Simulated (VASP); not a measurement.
Crystal: NbP.

```
Nb P
1.0
    -1.66368    1.66368    5.70158
     1.66368   -1.66368    5.70158
     1.66368    1.66368   -5.70158
Nb P
2 2
Direct
  0.24988 0.74988 0.50000
  0.49988 0.49988 0.00000
  0.83275 0.33275 0.50000
  0.08275 0.08275 0.00000
```

Base run:

| Property | Result |
| --- | --- |
| Program | VASP 6.6.1 |
| Functional | r2SCAN |
| Potentials or basis | VASP PAW PBE potentials, release 64 (Nb_sv, P) |
| Cutoff | 520 eV |
| k mesh | 11 × 11 × 11 |
| Occupations | fermi-dirac, width 0.05 eV |
| Spin | no spin polarisation |

Its results: pressure 1.9 GPa.

Problem. The run is repeated on the same cell with these changes: functional from r2SCAN to PBE. What comes out?

Solution. Pressure 2.4 GPa.

Caveats: the PAW data sets were made with another functional, which shifts forces and pressure a little (at least some runs).
